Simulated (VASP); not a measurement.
# NbI2N: single point with PBE

The system is NbI2N.

```
Nb I N
1.0
     3.63077    0.00000    0.00000
     0.00000    3.63077    0.00000
     0.00000    0.00000    7.41104
Nb I N
1 2 1
Cartesian
  1.8154 1.8154 0.0000
  1.8154 0.0000 5.4159
  0.0000 1.8154 1.9952
  0.0000 0.0000 3.7055
```

```yaml
Program: VASP 6.6.1
Task: single point
Functional: PBE
Potentials_or_basis: VASP PAW PBE potentials, release 64 (Nb_sv, I, N)
Cutoff: 520 eV
k_mesh: 6 × 6 × 4
Occupations: gaussian, width 0.1 eV
Spin: no spin polarisation
```

- Pressure: 0.0 GPa
- Largest force: 0.014 eV/Å
- Band gap on the k mesh: zero (band 16 reaches 7.04 eV, above the bottom of band 17 at 6.39 eV)

Forces in eV/Å, atoms in the order of the input:
```
Nb   0.000  0.000  0.000
I    0.000  0.000 -0.014
I    0.000  0.000  0.014
N    0.000  0.000  0.000
```

Levels at points of the mesh, in eV from the Fermi level:
```tsv
k point	band 14	band 15	band 16	band 17	band 18	band 19
(0.00, 0.00, 0.00)	-1.02	-0.91	0.17	0.39	0.39	1.22
(0.50, 0.00, 0.00)	-1.47	-0.58	-0.33	1.35	1.42	1.73
(0.50, 0.50, 0.00)	-0.12	-0.12	0.11	0.11	0.32	0.75
(0.00, 0.00, 0.50)	-1.80	-0.47	-0.47	-0.47	0.18	1.22
(0.50, 0.00, 0.50)	-1.22	-0.69	-0.44	0.48	1.56	1.79
(0.50, 0.50, 0.50)	-1.79	-0.90	-0.90	1.07	1.07	1.78
```

Wall time 33 s on 1 thread of Intel(R) Xeon(R) 6975P-C (Granite Rapids), with other jobs on the host, peak memory 0.24 GiB.

Caveat: spin-orbit coupling is left out, which moves the levels of the heavy elements.
